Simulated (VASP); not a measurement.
# Si3Cl2: single point with PBE

The system is Si3Cl2.

```
Si Cl
1.0
     4.61469    0.00000    0.00000
    -2.30734    3.99644    0.00000
     0.00000    0.00000    7.06819
Si Cl
3 2
Direct
  0.00000 0.00000 0.67896
  0.00000 0.00000 0.32104
  0.00000 0.00000 0.00000
  0.33333 0.66667 0.33935
  0.66667 0.33333 0.66065
```

The cell was built from a structure type or drawn by symmetry, and may not be a known phase.

```
Program                : VASP 6.6.1
Task                   : single point
Functional             : PBE
Potentials or basis    : VASP PAW PBE potentials, release 64 (Si, Cl)
Cutoff                 : 500 eV
k mesh                 : 5 × 5 × 2
Occupations            : gaussian, width 0.2 eV
Spin                   : no spin polarisation
Dipole correction      : no
Further INCAR settings : ALGO = Normal; EDIFF = 1e-06; NBANDS = 21
```

The pressure is 0.0 GPa, the largest force is 0.021 eV/Å and the band gap on the k mesh is zero (bands 13 and 14 overlap by 0.49 eV).

Forces on the atoms (eV/Å):
```
Si   0.000  0.000 -0.021
Si   0.000  0.000  0.021
Si   0.000  0.000  0.000
Cl   0.000  0.000 -0.010
Cl   0.000  0.000  0.010
```

Stress tensor (GPa, compression positive):
```
-0.12  0.00  0.00
 0.00 -0.12  0.00
 0.00  0.00  0.09
```

Levels at points of the mesh, in eV from the Fermi level:
```
           k point  band 9  band 10  band 11  band 12  band 13  band 14  band 15  band 16  band 17  band 18
(0.00, 0.00, 0.00)   -4.98    -3.46    -3.04    -0.23    -0.23     0.53     1.06     1.06     1.33     1.93
(0.00, 0.00, 0.50)   -4.95    -3.15    -2.93    -2.33    -0.25    -0.25     0.39     0.39     3.54     3.54
```

Wall time 24 s on 1 thread of Intel(R) Xeon(R) Platinum 8488C (Sapphire Rapids), on a shared host, peak memory 0.24 GiB.

Caveat: the k points lie up to 0.44 Å⁻¹ apart.
